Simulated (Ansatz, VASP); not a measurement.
## PbS: VASP beside Ansatz

File POSCAR:

```
PbS
1.0
    3.6536590000      0.0000000000      0.0000000000
    0.0000000000      3.6536590000      0.0000000000
    0.0000000000      0.0000000000      3.6536590000
Pb S
1 1
Direct
    0.0000000000      0.0000000000      0.0000000000
    0.5000000000      0.5000000000      0.5000000000
```

File INCAR.step1:

```
SYSTEM = PbS
PREC = Accurate
ENCUT = 520
EDIFF = 1E-5
ISMEAR = -1
SIGMA = 0.05
LREAL = .FALSE.
LASPH = .TRUE.
NELM = 100
ALGO = Normal
ISIF = 2
LWAVE = .TRUE.
LCHARG = .FALSE.
GGA = PE
NBANDS = 17
```

The input INCAR.step2:

```
SYSTEM = PbS
PREC = Accurate
ENCUT = 520
EDIFF = 1E-6
ISMEAR = -1
SIGMA = 0.05
LREAL = .FALSE.
LASPH = .TRUE.
NELM = 100
ALGO = Normal
ISIF = 2
LWAVE = .FALSE.
LCHARG = .FALSE.
GGA = PE
LHFCALC = .TRUE.
AEXX = 0.1
HFSCREEN = 0.2
PRECFOCK = Normal
ISTART = 1
NBANDS = 17
```

The input KPOINTS:

```
Automatic mesh
0
G
  4 4 4
  0 0 0
```

The input input.yaml:

```yaml
crystal:
  lattice:
    - [3.653659, 0.0, 0.0]
    - [0.0, 3.653659, 0.0]
    - [0.0, 0.0, 3.653659]
  atoms:
    - { symbol: Pb, position: [0.0, 0.0, 0.0] }
    - { symbol: S, position: [0.5, 0.5, 0.5] }
hamiltonian:
  xc: { exchange: pbe, correlation: pbe, exx: { coeff: 0.1, omega: 0.2 } }
  pseudopotentials: { kind: paw }
kpoints:
  mp_grid: { grid: [4, 4, 4] }
scf:
  occupations: { method: fermi_dirac, width: 0.05 }
output:
  forces: true
  stress: true
  eigenvalues: true
```

Alike in both runs: task single point; functional PBE-based screened hybrid with a share of 0.1 of exact exchange and HFSCREEN = 0.2; k mesh 4 × 4 × 4; occupations fermi-dirac, width 0.05 eV; no spin polarisation.

```csv
,VASP,Ansatz
version,VASP 6.6.1,Ansatz 0.2.0
potentials or method,"VASP PAW PBE potentials, release 64 (Pb_d, S)",Ansatz PAW
plane-wave cutoff (eV),520,420
valence electrons in the cell,20,20
```

|  | VASP | Ansatz | Ansatz less VASP |
| --- | --- | --- | --- |
| gap on the k mesh at the Fermi level (eV) | none | none | - |
| pressure (GPa) | -1.4 | -1.3 | +0.11 |

VASP's potentials were made for PBE, not for PBE-based screened hybrid. A gap of «none» marks a metal or a gap that the smearing closes.

The k mesh is coarse, so the values compare programs but aren't converged. Neither program's run includes spin-orbit coupling.
